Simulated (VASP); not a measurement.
Wanted: the native input for a VASP 6.6.1 run.

```
Task                   : single point
Functional             : PBE
Potentials or basis    : VASP PAW PBE potentials, release 64 (Si, F)
Cutoff                 : 600 eV
k mesh                 : 7 × 7 × 7
Occupations            : methfessel-paxton, width 0.029 eV
Spin                   : no spin polarisation
Dipole correction      : no
Further INCAR settings : ALGO = Normal; EDIFF = 1e-06; NBANDS = 24
```

The structure of Si2F lies in POSCAR:

```
Si2F
1.0
    3.5766220000      0.0000000000      0.0000000000
    1.7883110000     -7.0955560000      0.0000000000
    0.0000000000      0.0000000000     -3.5285490000
Si F
4 2
Direct
    0.7500000000      0.5000000000      0.7500000000
    0.2500000000      0.5000000000      0.2500000000
    0.4390000000      0.1220000000      0.7500000000
    0.5610000000      0.8780000000      0.2500000000
    0.1040000000      0.7920000000      0.7500000000
    0.8960000000      0.2080000000      0.2500000000
```

One way to write it, as run:

INCAR

```
SYSTEM = Si2F
PREC     = Accurate       ! precision mode
ENCUT    = 600            ! plane-wave cutoff, eV
EDIFF    = 1E-6           ! SCF threshold, eV
ISMEAR   = 1              ! smearing method
SIGMA    = 0.029          ! smearing width, eV
LREAL    = .False.        ! projectors in reciprocal space
LASPH    = .True.         ! aspherical terms in the spheres
NELM     = 120            ! most SCF steps
ALGO     = Normal         ! electronic algorithm
ISIF     = 2              ! what is computed and relaxed
LWAVE    = .False.        ! write WAVECAR
LCHARG   = .False.        ! write CHGCAR
GGA      = PE             ! functional
NBANDS   = 24             ! bands
GGA_COMPAT= .False.
```

KPOINTS

```
Automatic mesh
0
Gamma
  7 7 7
  0 0 0
```

Potentials or basis: VASP PAW PBE potentials, release 64 (Si, F).

Run with:

```sh
$ cat potpaw_PBE.64/Si/POTCAR potpaw_PBE.64/F/POTCAR > POTCAR
$ mpirun -np 1 vasp_std > vasp.out
```

Results of the run:

The pressure is 0.2 GPa. The largest force is 0.744 eV/Å and the band gap on the k mesh is zero (bands 15 and 16 overlap by 1.15 eV).

Run time: 110 s on 1 thread of AMD EPYC 7R13 Processor (Zen 3), on a shared host, peak memory 0.25 GiB.
